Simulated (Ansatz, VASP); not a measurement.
## AlHg: VASP beside Ansatz

Contents of INCAR:

```
SYSTEM = AlHg
PREC = Accurate
ENCUT = 600
EDIFF = 1E-6
ISMEAR = -1
SIGMA = 0.05
LREAL = .FALSE.
LASPH = .TRUE.
NELM = 100
ALGO = Fast
ISIF = 3
LWAVE = .FALSE.
LCHARG = .FALSE.
IBRION = 2
NSW = 60
EDIFFG = -0.005
```

File KPOINTS:

```
Automatic mesh
0
G
  8 8 8
  0 0 0
```

File POSCAR:

```
AlHg
1.0
    0.0000000000      3.0685300000      3.0685300000
    3.0685300000      0.0000000000      3.0685300000
    3.0685300000      3.0685300000      0.0000000000
Al Hg
1 1
Direct
    0.0000000000      0.0000000000      0.0000000000
    0.7500000000      0.7500000000      0.7500000000
```

Contents of input.yaml:

```yaml
crystal:
  lattice:
    - [0.0, 3.06853, 3.06853]
    - [3.06853, 0.0, 3.06853]
    - [3.06853, 3.06853, 0.0]
  atoms:
    - { symbol: Al, position: [0.0, 0.0, 0.0] }
    - { symbol: Hg, position: [0.75, 0.75, 0.75] }
hamiltonian:
  xc: lda
  pseudopotentials: { kind: paw }
kpoints:
  mp_grid: { grid: [8, 8, 8] }
scf:
  occupations: { method: fermi_dirac, width: 0.05 }
output:
  forces: true
  stress: true
  eigenvalues: true
relax:
  f_tol: 0.01
  max_steps: 40
  cell: { stress_tol: 0.05 }
```

Alike in both runs: task relaxation of cell and atoms; functional LDA; k mesh 8 × 8 × 8; occupations fermi-dirac, width 0.05 eV; no spin polarisation.

|  | VASP | Ansatz |
| --- | --- | --- |
| version | VASP 6.6.1 | Ansatz 0.2.0 |
| potentials or method | VASP PAW LDA potentials, release 64 (Al, Hg) | Ansatz PAW |
| plane-wave cutoff (eV) | 600 | 420 |
| valence electrons in the cell | 15 | 23 |

Ansatz gave:

| Item | Value |
| --- | --- |
| gap on the k mesh at the Fermi level, each at its own relaxed structure (eV) | none |
| relaxed volume (Å³/atom) | 26.26 |
| relaxed cell length with the largest relative difference (Å) | 4.204 |

Problem. Which values does VASP return?

Solution. gap on the k mesh at the Fermi level, each at its own relaxed structure (eV): none; relaxed volume (Å³/atom): 26.42; relaxed cell length with the largest relative difference (Å): 4.212.

LDA's correlation is that of Perdew and Zunger in VASP and of Perdew and Wang (1992) in Ansatz. A gap of «none» marks a metal or a gap that the smearing closes. VASP's potentials hold 15 valence electrons a cell and Ansatz's 23, so a difference there can come from the potentials and not from the codes.

Neither program's run includes spin-orbit coupling. Noted on Ansatz's run: the plane-wave basis is chosen anew once the cell has moved, so the energies of steps on either side of that aren't comparable.
